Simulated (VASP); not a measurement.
# Ge (Fddd) in VASP: single point with PBEsol

Aim: the single point of Ge with PBEsol.

All numbers are computed with VASP 6.6.1; they aren't measurements. Logs are shortened: lines on timing, memory, paths and dates and some standing lists are left out, and cuts for length are marked.

## 1. The cell of the first run

It takes space group Fddd (No. 70, orthorhombic). The conventional cell has a = 2.795 Å, b = 7.054 Å, c = 7.509 Å, α = 90.00°, β = 90.00°, γ = 90.00°. Within 3.5 Å of Ge (site symmetry 222) lie 10 Ge at 2.67 to 3.32 Å.

## 2. Single point, PBEsol (strain +0.0625 x Voigt [0, 0, 0, 0, 0, 1])

File INCAR:

```
ALGO = Normal
EDIFF = 1E-6
ENCUT = 520
GGA = PS
ISIF = 2
ISMEAR = 0
LASPH = T
LCHARG = F
LREAL = F
LWAVE = F
NBANDS = 21
NELM = 60
PREC = Accurate
SIGMA = 0.15
```

File KPOINTS:

```
k-points
0
Gamma
  20 20 20
```

File POSCAR:

```
Ge
1.0
   -2.4940369153      2.4940369153      1.3974126432
    2.4940369153     -2.4940369153      1.3974126432
    2.6549425227      2.6549425227     -1.3974126432
Ge
2
Direct
    0.2500000000      0.7500000000      0.5000000000
    0.5000000000      0.5000000000      0.0000000000
```

Potentials or basis: VASP PAW PBE potentials, release 64 (Ge_d).

Launch:

```bash
> cat potpaw_PBE.64/Ge_d/POTCAR > POTCAR
> mpirun -np 1 vasp_std > vasp.out
```

OUTCAR:

```text
EDIFF = 1E-6
   ENCUT = 520
   GGA = PS
   ISIF = 2
   ISMEAR = 0
   LASPH = T
   LREAL = F
   NELM = 60
   PREC = Accurate

 ion  position               nearest neighbor table
   1  0.250  0.750  0.500-   2 2.67   2 2.67   2 2.67   2 2.67
   2  0.500  0.500  0.000-   1 2.67   1 2.67   1 2.67   1 2.67

  LATTYP: Found a face centered orthorhombic cell.
 ALAT       =     2.7948252864
 B/A-ratio  =     2.5240224123
 C/A-ratio  =     2.6868625679

  Lattice vectors:

 A1 = (   5.1489794380,   0.1609056074,   0.0000000000)
 A2 = (   2.6549425227,   2.6549425227,   1.3974126432)
 A3 = (   2.4940369153,  -2.4940369153,   1.3974126432)

Analysis of symmetry for initial positions (statically):
=====================================================================
 Subroutine PRICEL returns:
 Original cell was already a primitive cell.

 Routine SETGRP: Setting up the symmetry group for a
 face centered orthorhombic supercell.

 Subroutine GETGRP returns: Found  8 space group operations
 (whereof  4 operations were pure point group operations)
 out of a pool of  8 trial point group operations.

The static configuration has the point symmetry D_2 .
 The point group associated with its full space group is D_2h.

Analysis of symmetry for dynamics (positions and initial velocities):
=====================================================================
 Subroutine PRICEL returns:
 Original cell was already a primitive cell.

 Routine SETGRP: Setting up the symmetry group for a
 face centered orthorhombic supercell.

 Subroutine GETGRP returns: Found  8 space group operations
 (whereof  4 operations were pure point group operations)
 out of a pool of  8 trial point group operations.

The dynamic configuration has the point symmetry D_2 .
 The point group associated with its full space group is D_2h.

 Subroutine INISYM returns: Found  8 space group operations
 (whereof  4 operations are pure point group operations),
 and found     1 'primitive' translations

----------------------------------------------------------------------------------------

                                     Primitive cell

  volume of cell :      37.0120

  direct lattice vectors                    reciprocal lattice vectors
    -2.494036915  2.494036915  1.397412643    -0.006075097  0.194403091  0.357804119
     2.494036915 -2.494036915  1.397412643     0.194403091 -0.006075097  0.357804119
     2.654942523  2.654942523 -1.397412643     0.188327994  0.188327994  0.000000000

  length of vectors
     3.793837419  3.793837419  4.006270297     0.407250852  0.407250852  0.266336004

  position of ions in fractional coordinates (direct lattice)
     0.250000000  0.750000000  0.500000000
     0.500000000  0.500000000  0.000000000

  ion indices of the primitive-cell ions
   primitive index   ion index
                 1           1
                 2           2

----------------------------------------------------------------------------------------

 KPOINTS: k-points

Automatic generation of k-mesh.
 Grid dimensions read from file:
 generate k-points for:   20   20   20

 Generating k-lattice:

  Cartesian coordinates                     Fractional coordinates (reciprocal lattice)
    -0.000303755  0.009720155  0.017890206     0.050000000  0.000000000  0.000000000
     0.009720155 -0.000303755  0.017890206     0.000000000  0.050000000  0.000000000
     0.009416400  0.009416400  0.000000000     0.000000000  0.000000000  0.050000000

  Length of vectors
     0.020362543  0.020362543  0.013316800

  Shift w.r.t. Gamma in fractional coordinates (k-lattice)
     0.000000000  0.000000000  0.000000000

 Subroutine IBZKPT returns following result:
 ===========================================

 Found   1166 irreducible k-points:

 Following reciprocal coordinates:
            Coordinates               Weight
  0.000000  0.000000  0.000000      1.000000
  0.050000  0.000000  0.000000      8.000000
  0.100000  0.000000  0.000000      8.000000
  0.150000  0.000000  0.000000      8.000000
  0.200000  0.000000  0.000000      8.000000
  0.250000  0.000000  0.000000      8.000000
[... 16 lines left out ...]
 -0.400000  0.050000  0.000000      8.000000
 -0.350000  0.050000 -0.000000      8.000000
 [... further k-points ...]
   k-points           NKPTS =   1166   k-points in BZ     NKDIM =   1166   number of bands    NBANDS=     21
   number of dos      NEDOS =    301   number of ions     NIONS =      2
   total plane-waves  NPLWV =  23520
   dimension x,y,z NGX =    28 NGY =   28 NGZ =   30
   dimension x,y,z NGXF=    56 NGYF=   56 NGZF=   60
   ions per type =               2
   NGX,Y,Z   is equivalent  to a cutoff of  12.27, 12.27, 12.45 a.u.
   NGXF,Y,Z  is equivalent  to a cutoff of  24.54, 24.54, 24.90 a.u.
 SYSTEM =  unknown system
   PREC   = accura    normal or accurate (medium, high low for compatibility)
   ISTART =      0    job   : 0-new  1-cont  2-samecut
   ICHARG =      2    charge: 1-file 2-atom 10-const
   ISPIN  =      1    spin polarized calculation?
   LNONCOLLINEAR =      F non collinear calculations
   LSORBIT =      F    spin-orbit coupling
   LASPH  =      T    aspherical Exc in radial PAW
   ENCUT  =  520.0 eV  38.22 Ry    6.18 a.u.   7.05  7.05  7.45*2*pi/ulx,y,z
   NELM   =     60;   NELMIN=  2; NELMDL= -5     # of ELM steps
   EDIFF  = 0.1E-05   stopping-criterion for ELM
   LREAL  =      F    real-space projection
   EDIFFG = 0.1E-04   stopping-criterion for IOM
   NSW    =      0    number of steps for IOM
   IBRION =     -1    ionic relax: 0-MD 1-quasi-New 2-CG
   NFREE  =      0    steps in history (QN), initial steepest desc. (CG)
   ISIF   =      2    stress and relaxation
   ISYM   =      2    0-nonsym 1-usesym 2-fastsym
   POTIM  = 0.5000    time-step for ionic-motion
   TEBEG  =    0.0;   TEEND  =   0.0 temperature during run
   PSTRESS=    0.0 pullay stress
   NELECT =      28.0000    total number of electrons
   NUPDOWN=      -1.0000    fix difference up-down
   EMIN   =  10.00;   EMAX   =-10.00  energy-range for DOS
   EFERMI =   0.00;   METHOD = LEGACY
   ISMEAR =     0;   SIGMA  =   0.15  broadening in eV -4-tet -1-fermi 0-gaus
   EFERMI_NEDOS =   21; number of points for ismear=-14 and -15
   IALGO  =     38    algorithm
   IMIX   =      4    mixing-type and parameters
     AMIX     =   0.40;   BMIX     =  1.00
     AMIX_MAG =   1.60;   BMIX_MAG =  1.00
  volume/ion in A,a.u.               =      18.51       124.88
  Fermi-wavevector in a.u.,A,eV,Ry     =   1.491695  2.818894 30.275047  2.225153
  Thomas-Fermi vector in A             =   2.604317
   LORBIT       =      0    0 simple, 1 ext, 2 COOP (PROOUT), +10 PAW based schemes
   GGA     = PS    functional components
   LHFCALC =     F    Hartree Fock is set to
   AEXX    =    0.0000 exact exchange contribution
   IVDW    =     0    specifies the selected vdW correction
   LEPSILON=     F    determine dielectric tensor
   LRPA    =     F    only Hartree local field effects (RPA)
 non-spin polarized calculation
 Gauss-broadening in eV      SIGMA  =   0.15
  energy-cutoff  :      520.00
  volume of cell :       37.01
 maximum number of plane-waves:      1017
   NGX = 15   NGY = 15   NGZ = 15

 number of electron      27.9999976 magnetization

 Free energy of the ion-electron system (eV)
  ---------------------------------------------------
  ext. energy  EPLUGINS =         0.00000000
  ---------------------------------------------------
  free energy    TOTEN  =        -9.51681545 eV

  energy without entropy =       -9.50669090  energy(sigma->0) =       -9.51175317

 E-fermi :   6.6514     XC(G=0): -11.4759

 val. band max:        6.6504136106   @ k =   0.2500   0.0500   0.3000
 cond. band min:       6.6543043448   @ k =   0.4500   0.3500   0.1000
 fundamental gap:      0.0038907342
 Fermi energy:         6.6514359291

 k-point     1 :       0.0000    0.0000    0.0000
  band No.  band energies     occupation
      1     -18.0005      2.00000
      2     -17.9559      2.00000
      3     -17.9288      2.00000
      4     -17.9204      2.00000
      5     -17.8190      2.00000
      6     -17.8163      2.00000
[... 13 lines left out ...]
     20      18.2923      0.00000
     21      19.2411      0.00000

 k-point     2 :       0.0500    0.0000    0.0000
  band No.  band energies     occupation
      1     -17.9995      2.00000
      2     -17.9524      2.00000
      3     -17.9266      2.00000
      4     -17.9170      2.00000
      5     -17.8215      2.00000
      6     -17.8201      2.00000
[... 13 lines left out ...]
     20      18.3396      0.00000
     21      19.4794      0.00000

 k-point     3 :       0.1000    0.0000    0.0000
  band No.  band energies     occupation
      1     -17.9966      2.00000
      2     -17.9426      2.00000
      3     -17.9216      2.00000
      4     -17.9064      2.00000
      5     -17.8280      2.00000
      6     -17.8260      2.00000
[... 13 lines left out ...]
     20      18.0233      0.00000
     21      18.5409      0.00000

 k-point     4 :       0.1500    0.0000    0.0000
  band No.  band energies     occupation
      1     -17.9917      2.00000
      2     -17.9281      2.00000
      3     -17.9151      2.00000
      4     -17.8908      2.00000
      5     -17.8373      2.00000
      6     -17.8303      2.00000
[... 13 lines left out ...]
     20      17.0862      0.00000
     21      17.6336      0.00000

 k-point     5 :       0.2000    0.0000    0.0000
  band No.  band energies     occupation
      1     -17.9851      2.00000
      2     -17.9119      2.00000
      3     -17.9075      2.00000
      4     -17.8764      2.00000
      5     -17.8478      2.00000
      6     -17.8298      2.00000
[... 13 lines left out ...]
     20      16.2187      0.00000
     21      17.2947      0.00000
[... 382 lines left out ...]
     20      17.8860      0.00000
     21      19.3233      0.00000

 k-point    22 :      -0.4500    0.0500    0.0000
  band No.  band energies     occupation
      1     -17.9564      2.00000
      2     -17.9068      2.00000
      3     -17.9013      2.00000
      4     -17.8797      2.00000
      5     -17.8519      2.00000
      6     -17.8483      2.00000
[... 13 lines left out ...]
     20      17.6591      0.00000
     21      18.8827      0.00000

 k-point    23 :      -0.4000    0.0500    0.0000
  band No.  band energies     occupation
      1     -17.9604      2.00000
      2     -17.8978      2.00000
      3     -17.8957      2.00000
      4     -17.8835      2.00000
      5     -17.8564      2.00000
      6     -17.8433      2.00000
[... 13 lines left out ...]
     20      16.4960      0.00000
     21      18.1513      0.00000

 k-point    24 :      -0.3500    0.0500   -0.0000
  band No.  band energies     occupation
      1     -17.9660      2.00000
      2     -17.8954      2.00000
      3     -17.8910      2.00000
      4     -17.8834      2.00000
      5     -17.8583      2.00000
      6     -17.8371      2.00000
[... 13 lines left out ...]
     20      15.7046      0.00000
     21      17.5590      0.00000

 [... further k-points ...]

------------------------ aborting loop because EDIFF is reached ----------------------------------------

  FORCE on cell =-STRESS in cart. coord.  units (eV):
  Direction    XX          YY          ZZ          XY          YZ          ZX
  --------------------------------------------------------------------------------------
  -------------------------------------------------------------------------------------
  Total       -0.1804851     -0.1804851     -0.0525994     -0.6975464      0.0000000      0.0000000
  in kB       -7.8128466     -7.8128466     -2.2769238    -30.1954175      0.0000000      0.0000000
  external PRESSURE =      -5.9675390 kB  Pullay stress =       0.0000000 kB

 VOLUME and BASIS-vectors are now :
 -----------------------------------------------------------------------------
  energy-cutoff  :      520.00
  volume of cell :       37.01
      direct lattice vectors                 reciprocal lattice vectors
    -2.494036915  2.494036915  1.397412643    -0.006075097  0.194403091  0.357804119
     2.494036915 -2.494036915  1.397412643     0.194403091 -0.006075097  0.357804119
     2.654942523  2.654942523 -1.397412643     0.188327994  0.188327994  0.000000000

 POSITION                                       TOTAL-FORCE (eV/Angst)
 -----------------------------------------------------------------------------------
      2.57449      0.08045      0.69871        -0.000000      0.000000      0.000000
      0.00000      0.00000      1.39741         0.000000     -0.000000     -0.000000
 -----------------------------------------------------------------------------------
    total drift:                                0.000000     -0.000000      0.000000

  FREE ENERGIE OF THE ION-ELECTRON SYSTEM (eV)
  ---------------------------------------------------
  free  energy   TOTEN  =        -9.5168154474 eV

  energy  without entropy=       -9.5066908969  energy(sigma->0) =       -9.51175317
```

It took 8.7 min on 1 thread of Intel Xeon Platinum 8375C at 2.90GHz (Ice Lake), shared host; peak memory 0.74 GiB.

Results:

| Item | Value |
| --- | --- |
| Free energy | -9.5168 eV |
| Pressure | -0.6 GPa |
| Band gap on the k mesh | zero (bands 14 and 15 overlap by 5.44 eV) |

Stress tensor (GPa, compression positive):
```
-0.78 -3.02  0.00
-3.02 -0.78  0.00
 0.00  0.00 -0.23
```

Caveat: the cell differs from its parent crystal (strain +0.0625 x Voigt [0, 0, 0, 0, 0, 1]); the PAW data sets were made with another functional, which shifts forces and pressure a little.
